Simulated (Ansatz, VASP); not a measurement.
# BN: VASP beside Ansatz

```
B N
1.0
     2.55394    0.00000    0.00000
    -1.27697    2.21178    0.00000
     0.00000    0.00000    4.22685
B N
2 2
Cartesian
  1.2770 0.7373 4.2257
  0.0000 1.4745 2.1123
  1.2770 0.7373 2.3430
  0.0000 1.4745 0.2295
```

Change from the starting cell: all N atoms moved -0.300 Å, as atom 3 along Cartesian [0 0 1].

Alike in both runs: task single point; functional r2SCAN; k mesh 12 × 12 × 6; occupations gaussian, width 0.05 eV; no spin polarisation.

```csv
,VASP,Ansatz
version,VASP 6.6.1,Ansatz 0.2.0
potentials or method,"VASP PAW PBE potentials, release 64 (B_h, N_h), cutoff 910 eV","scalar-relativistic, plane waves, PAW"
valence electrons in the cell,16,16
```

VASP gave:

```
gap on the k mesh at the Fermi level (eV) : 4.49
least direct gap on the mesh (eV)         : 7.15
rms of the force components (eV/Å)        : 1.426
```

**Question.** What did Ansatz give for the same quantities?

**Answer.** gap on the k mesh at the Fermi level (eV): 4.50; least direct gap on the mesh (eV): 7.16; rms of the force components (eV/Å): 1.421.

VASP's potentials were made for PBE, not for r2SCAN. Atom by atom the forces differ by 0.006 eV/Å (rms over components). The functional is the same, so the differences come from potentials, cutoffs and numerics.

Noted on VASP's run: the cutoff is short for stress, so the pressure is rough.
